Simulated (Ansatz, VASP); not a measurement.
## CaSe: VASP beside Ansatz

The input INCAR:

```
SYSTEM = CaSe
  ALGO = Normal
  EDIFF = 1E-7
  ENCUT = 520
  GGA = PE
  ISIF = 2
  ISMEAR = 0
  LASPH = .TRUE.
  LCHARG = .FALSE.
  LREAL = .FALSE.
  LWAVE = .FALSE.
  NBANDS = 24
  NELM = 100
  PREC = Accurate
  SIGMA = 0.01
```

KPOINTS

```
k-points
0
G
  6 6 4
  0 0 0
```

POSCAR

```
CaSe
1.0
    4.9259737397      0.0000000000      0.0000000000
   -2.4629868699      4.2660183970      0.0000000000
    0.0000000000      0.0000000000      5.7751401872
Ca Se
2 2
Direct
    0.3333333333      0.6666666667     -0.0624867206
    0.6666666667      0.3333333333      0.4375132794
    0.3333333333      0.6666666667      0.4374867206
    0.6666666667      0.3333333333      0.9374867206
```

Input for Ansatz:

```yaml
crystal:
  lattice:
    - [4.9259737397, 0.0, 0.0]
    - [-2.4629868699, 4.266018397, 0.0]
    - [0.0, 0.0, 5.7751401872]
  atoms:
    - { symbol: Ca, position: [0.3333333333, 0.6666666667, -0.0624867206] }
    - { symbol: Ca, position: [0.6666666667, 0.3333333333, 0.4375132794] }
    - { symbol: Se, position: [0.3333333333, 0.6666666667, 0.4374867206] }
    - { symbol: Se, position: [0.6666666667, 0.3333333333, 0.9374867206] }
kpoints:
  mp_grid: { grid: [6, 6, 4] }
hamiltonian:
  xc: pbe
scf:
  occupations: { method: fixed }
  n_extra_bands: 5
output:
  forces: true
  stress: true
  eigenvalues: true
```

Alike in both runs: task single point; functional PBE; k mesh 6 × 6 × 4; no spin polarisation.

|  | VASP | Ansatz |
| --- | --- | --- |
| version | VASP 6.6.1 | Ansatz 0.2.0 |
| potentials or method | VASP PAW PBE potentials, release 64 (Ca_sv, Se) | plane waves, PAW |
| plane-wave cutoff (eV) | 520 | 420 |
| occupations | gaussian, width 0.01 eV | fixed |
| valence electrons in the cell | 32 | 52 |

|  | VASP | Ansatz | Ansatz less VASP |
| --- | --- | --- | --- |
| gap on the k mesh at the Fermi level (eV) | 2.34 | 2.35 | +0.011 |
| pressure (GPa) | 2.8 | 2.6 | -0.16 |
| traceless stress, the component that is largest in VASP (GPa) | 0.33 | 0.31 | -0.026 |

VASP's potentials hold 32 valence electrons a cell and Ansatz's 52, so a difference there can come from the potentials and not from the codes.
